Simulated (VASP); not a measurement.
A run of VASP 6.6.1 is set up as follows.

File INCAR:

```
PREC = Accurate ; ENCUT = 520
EDIFF = 1E-6 ; ISMEAR = -1
SIGMA = 0.1 ; LREAL = False
LASPH = True ; NELM = 60
ALGO = Normal ; ISIF = 2
LWAVE = False ; LCHARG = False
GGA = PE ; NBANDS = 11
```

File KPOINTS:

```
regular mesh
0
Gamma
  16 16 16
```

File POSCAR:

```
SiC
1.0
    0.0000000000      2.0677542094      2.0677542094
    2.0677542094      0.0000000000      2.0677542094
    2.0677542094      2.0677542094      0.0000000000
Si C
1 1
Direct
    0.0000000000      0.0000000000      0.0000000000
    0.2500000000      0.2500000000      0.2500000000
```

Potentials or basis: VASP PAW PBE potentials, release 64 (Si, C).

Command:

```bash
$ cat potpaw_PBE.64/Si/POTCAR potpaw_PBE.64/C/POTCAR > POTCAR
$ mpirun -np 1 vasp_std > vasp.out
```

Predict the band gap on the k mesh.

1.19 eV, indirect (least direct gap 4.68 eV).

Predict the pressure.

50.8 GPa.

A k mesh can miss the band edges. A hybrid or GW would open this gap; PBE tends to underestimate it.
